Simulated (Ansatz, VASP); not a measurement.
# BeTe in VASP and in Ansatz

```
Be Te
1.0
     0.00000    2.82862    2.82862
     2.69228    0.00000    2.82862
     2.69228    2.82862    0.00000
Be Te
1 1
Direct
  0.00000 0.00000 0.00000
  0.25000 0.25000 0.25000
```

Change from the starting cell: uniaxial_x strain -4.8%.

Alike in both runs: task single point; functional PBE; k mesh 8 × 8 × 8; occupations fermi-dirac, width 0.02 eV; no spin polarisation.

```csv
,VASP,Ansatz
version,VASP 6.6.1,Ansatz 0.2.0
potentials or method,"VASP PAW PBE potentials, release 64 (Be, Te)","plane waves, PAW"
plane-wave cutoff (eV),520,420
valence electrons in the cell,8,18
```

VASP gave:

| Item | Value |
| --- | --- |
| gap on the k mesh at the Fermi level (eV) | 1.49 |
| pressure (GPa) | 3.5 |
| traceless stress, the component that is largest in VASP (GPa) | 1.85 |

Q: Which values does Ansatz return?

A: gap on the k mesh at the Fermi level (eV): 1.51; pressure (GPa): 3.3; traceless stress, the component that is largest in VASP (GPa): 1.86.

VASP's potentials hold 8 valence electrons a cell and Ansatz's 18, so a difference there can come from the potentials and not from the codes.

Spin-orbit coupling is off throughout.
